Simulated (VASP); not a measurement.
# Ru (P6_3/mmc) in VASP: single point with PBEsol

Aim: the single point of Ru with PBEsol.

Program: VASP 6.6.1. These are calculated values, not measurements. Logs are shortened: lines on timing, memory, paths and dates and some standing lists are left out, and cuts for length are marked.

**1. The cell of the first run**

It takes space group P6_3/mmc (No. 194, hexagonal). Conventional cell: a = 2.405 Å, b = 2.405 Å, c = 3.841 Å, α = 90.00°, β = 90.00°, γ = 120.00°. Ru (site symmetry -6m2) has 12 Ru at 2.37 to 2.40 Å within 3.1 Å.

**2. Single point, PBEsol**

INCAR reads:

```
SYSTEM = Ru
PREC = Accurate
ENCUT = 560
EDIFF = 1E-6
ISMEAR = -1
SIGMA = 0.05
LREAL = .False.
LASPH = .True.
NELM = 120
ALGO = Normal
ISIF = 2
LWAVE = .False.
LCHARG = .False.
GGA = PS
NBANDS = 23
GGA_COMPAT = .False.
```

KPOINTS reads:

```
Automatic mesh
0
Gamma
  18 18 10
  0 0 0
```

POSCAR reads:

```
Ru
1.0
    2.4046915201      0.0000000000      0.0000000000
   -1.2023457600      2.0825239447      0.0000000000
    0.0000000000      0.0000000000      3.8410818079
Ru
2
Direct
    0.3333333333      0.6666666667      0.2500000000
    0.6666666667      0.3333333333      0.7500000000
```

Potentials or basis: VASP PAW PBE potentials, release 64 (Ru_sv).

On the command line:

```
$ cat potpaw_PBE.64/Ru_sv/POTCAR > POTCAR
$ mpirun -np 1 vasp_std > vasp.out
```

OUTCAR:

```text
SYSTEM = Ru
   PREC = Accurate
   ENCUT = 560
   EDIFF = 1E-6
   ISMEAR = -1
   LREAL = .False.
   LASPH = .True.
   NELM = 120
   ISIF = 2
   GGA = PS

 ion  position               nearest neighbor table
   1  0.333  0.667  0.250-   2 2.37   2 2.37   2 2.37   2 2.37   2 2.37   2 2.37
   2  0.667  0.333  0.750-   1 2.37   1 2.37   1 2.37   1 2.37   1 2.37   1 2.37

  LATTYP: Found a hexagonal cell.
 ALAT       =     2.4046915201
 C/A-ratio  =     1.5973282959

  Lattice vectors:

 A1 = (   2.4046915201,   0.0000000000,   0.0000000000)
 A2 = (  -1.2023457600,   2.0825239447,   0.0000000000)
 A3 = (   0.0000000000,   0.0000000000,   3.8410818079)

Analysis of symmetry for initial positions (statically):
=====================================================================
 Subroutine PRICEL returns:
 Original cell was already a primitive cell.

 Routine SETGRP: Setting up the symmetry group for a
 hexagonal supercell.

 Subroutine GETGRP returns: Found 24 space group operations
 (whereof 12 operations were pure point group operations)
 out of a pool of 24 trial point group operations.

The static configuration has the point symmetry D_3d.
 The point group associated with its full space group is D_6h.

Analysis of symmetry for dynamics (positions and initial velocities):
=====================================================================
 Subroutine PRICEL returns:
 Original cell was already a primitive cell.

 Routine SETGRP: Setting up the symmetry group for a
 hexagonal supercell.

 Subroutine GETGRP returns: Found 24 space group operations
 (whereof 12 operations were pure point group operations)
 out of a pool of 24 trial point group operations.

The dynamic configuration has the point symmetry D_3d.
 The point group associated with its full space group is D_6h.

 Subroutine INISYM returns: Found 24 space group operations
 (whereof 12 operations are pure point group operations),
 and found     1 'primitive' translations

----------------------------------------------------------------------------------------

                                     Primitive cell

  volume of cell :      19.2355

  direct lattice vectors                    reciprocal lattice vectors
     2.404691520  0.000000000  0.000000000     0.415853756  0.240093278  0.000000000
    -1.202345760  2.082523945  0.000000000     0.000000000  0.480186556  0.000000000
     0.000000000  0.000000000  3.841081808     0.000000000  0.000000000  0.260343323

  length of vectors
[... 80 lines left out ...]
   ENCUT  =  560.0 eV  41.16 Ry    6.42 a.u.   4.64  4.64  7.41*2*pi/ulx,y,z
   NELM   =    120;   NELMIN=  2; NELMDL= -5     # of ELM steps
   EDIFF  = 0.1E-05   stopping-criterion for ELM
   LREAL  =      F    real-space projection
   EDIFFG = 0.1E-04   stopping-criterion for IOM
   NSW    =      0    number of steps for IOM
   IBRION =     -1    ionic relax: 0-MD 1-quasi-New 2-CG
   NFREE  =      0    steps in history (QN), initial steepest desc. (CG)
   ISIF   =      2    stress and relaxation
   ISYM   =      2    0-nonsym 1-usesym 2-fastsym
   POTIM  = 0.5000    time-step for ionic-motion
   TEBEG  =    0.0;   TEEND  =   0.0 temperature during run
   PSTRESS=    0.0 pullay stress
   NELECT =      32.0000    total number of electrons
   NUPDOWN=      -1.0000    fix difference up-down
   EMIN   =  10.00;   EMAX   =-10.00  energy-range for DOS
   EFERMI =   0.00;   METHOD = LEGACY
   ISMEAR =    -1;   SIGMA  =   0.05  broadening in eV -4-tet -1-fermi 0-gaus
   EFERMI_NEDOS =   21; number of points for ismear=-14 and -15
   IALGO  =     38    algorithm
   IMIX   =      4    mixing-type and parameters
     AMIX     =   0.40;   BMIX     =  1.00
     AMIX_MAG =   1.60;   BMIX_MAG =  1.00
  volume/ion in A,a.u.               =       9.62        64.90
  Fermi-wavevector in a.u.,A,eV,Ry     =   1.939801  3.665692 51.196382  3.762828
  Thomas-Fermi vector in A             =   2.969836
   LORBIT       =      0    0 simple, 1 ext, 2 COOP (PROOUT), +10 PAW based schemes
   GGA     = PS    functional components
   LHFCALC =     F    Hartree Fock is set to
   AEXX    =    0.0000 exact exchange contribution
   IVDW    =     0    specifies the selected vdW correction
   LEPSILON=     F    determine dielectric tensor
   LRPA    =     F    only Hartree local field effects (RPA)
 non-spin polarized calculation
  energy-cutoff  :      560.00
  volume of cell :       19.24
 maximum number of plane-waves:       592
 NGX is ok and might be reduce to    20
   NGX =  9   NGY =  9   NGZ = 15

 number of electron      32.0000009 magnetization

 Free energy of the ion-electron system (eV)
  ---------------------------------------------------
  ext. energy  EPLUGINS =         0.00000000
  ---------------------------------------------------
  free energy    TOTEN  =       -16.34740736 eV

  energy without entropy =      -16.33863007  energy(sigma->0) =      -16.34301872

 E-fermi :  23.3457     XC(G=0): -16.6985

 val. band max:       23.3306380507   @ k =   0.3333   0.0556   0.3000
 cond. band min:      23.3569074918   @ k =   0.1111   0.0556   0.4000
 fundamental gap:      0.0262694411
 Fermi energy:        23.3456919436

 k-point     1 :       0.0000    0.0000    0.0000
  band No.  band energies     occupation
      1     -50.8888      2.00000
      2     -50.1114      2.00000
      3     -22.3249      2.00000
      4     -19.5732      2.00000
      5     -19.5732      2.00000
      6     -19.1256      2.00000
[... 613 lines left out ...]
     22      38.2362      0.00000
     23      38.4437      0.00000

 [... further k-points ...]

------------------------ aborting loop because EDIFF is reached ----------------------------------------

  FORCE on cell =-STRESS in cart. coord.  units (eV):
  Direction    XX          YY          ZZ          XY          YZ          ZX
  --------------------------------------------------------------------------------------
  -------------------------------------------------------------------------------------
  Total       28.7584037     28.7584037     28.7317065      0.0000000     -0.0000000     -0.0000000
  in kB     2395.3690065   2395.3690066   2393.1453229      0.0000001     -0.0000000     -0.0000000
  external PRESSURE =    2394.6277786 kB  Pullay stress =       0.0000000 kB

 VOLUME and BASIS-vectors are now :
 -----------------------------------------------------------------------------
  energy-cutoff  :      560.00
  volume of cell :       19.24
      direct lattice vectors                 reciprocal lattice vectors
     2.404691520  0.000000000  0.000000000     0.415853756  0.240093278  0.000000000
    -1.202345760  2.082523945  0.000000000     0.000000000  0.480186556  0.000000000
     0.000000000  0.000000000  3.841081808     0.000000000  0.000000000  0.260343323

 POSITION                                       TOTAL-FORCE (eV/Angst)
 -----------------------------------------------------------------------------------
     -0.00000      1.38835      0.96027         0.000000      0.000000      0.000000
      1.20235      0.69417      2.88081        -0.000000      0.000000      0.000000
 -----------------------------------------------------------------------------------
    total drift:                                0.000000     -0.000000      0.000000

  FREE ENERGIE OF THE ION-ELECTRON SYSTEM (eV)
  ---------------------------------------------------
  free  energy   TOTEN  =       -16.3474073566 eV

  energy  without entropy=      -16.3386300747  energy(sigma->0) =      -16.34301872
```

OSZICAR:

```text
N       E                     dE             d eps       ncg     rms          rms(c)
DAV:   1     0.463640720737E+03    0.46364E+03   -0.21437E+04 10252   0.182E+03
DAV:   2    -0.419592304397E+01   -0.46784E+03   -0.44862E+03 11283   0.590E+02
DAV:   3    -0.171665775080E+02   -0.12971E+02   -0.12844E+02 12032   0.111E+02
DAV:   4    -0.172638043699E+02   -0.97227E-01   -0.97213E-01 11738   0.103E+01
DAV:   5    -0.172650456840E+02   -0.12413E-02   -0.12413E-02 12102   0.110E+00    0.539E+01
DAV:   6    -0.164700327883E+02    0.79501E+00   -0.12680E+00 11780   0.127E+01    0.218E+01
DAV:   7    -0.163556305222E+02    0.11440E+00   -0.28532E-01 12452   0.558E+00    0.282E+00
DAV:   8    -0.163475316091E+02    0.80989E-02   -0.19211E-02 10555   0.171E+00    0.305E-01
DAV:   9    -0.163474083082E+02    0.12330E-03   -0.17401E-04 12788   0.152E-01    0.390E-02
DAV:  10    -0.163474073566E+02    0.95158E-06   -0.79147E-06 10975   0.322E-02
   1 F= -.16347407E+02 E0= -.16343019E+02  d E =-.877728E-02
```

stdout:

```text
POSCAR found type information on POSCAR Ru
 POSCAR found :  1 types and       2 ions
 scaLAPACK will be used
 -----------------------------------------------------------------------------
|                                                                             |
|                                                                             |
|     You enforced a specific xc type in the INCAR file but a different       |
|     I HOPE YOU KNOW WHAT YOU ARE DOING!                                     |
|                                                                             |
 -----------------------------------------------------------------------------

 LDA part: xc-table for (Slater+PW92), standard interpolation
 POSCAR, INCAR and KPOINTS ok, starting setup
 FFT: planning ... GRIDC
 FFT: planning ... GRID_SOFT
 FFT: planning ... GRID
 WAVECAR not read
 entering main loop
```

Wall time 53 s (1 thread of AMD EPYC 7R13 (Zen 3), shared host); peak memory 0.17 GiB.

Results:

```
Free energy            : -16.3474 eV
Pressure               : 239.5 GPa
Band gap on the k mesh : zero (bands 16 and 17 overlap by 5.38 eV)
```

Stress tensor (GPa, compression positive):
```
239.54   0.00   0.00
  0.00 239.54   0.00
  0.00   0.00 239.31
```

Levels at points of the mesh, in eV from the Fermi level:
```tsv
k point	band 14	band 15	band 16	band 17	band 18	band 19
(0.00, 0.00, 0.00)	-3.24	-3.24	-2.23	-2.23	1.89	1.89
(0.50, 0.00, 0.00)	-2.36	-2.09	2.62	3.32	3.33	6.66
(0.00, 0.00, 0.50)	-4.59	-3.72	-3.72	0.96	0.96	0.96
(0.50, 0.00, 0.50)	-1.77	0.93	0.93	3.04	3.04	5.39
```

Caveat: the cell stands under pressure; the PAW data sets were made with another functional, which shifts forces and pressure a little.

The gap in the log of VASP goes by the Fermi energy; the results here count the filled bands.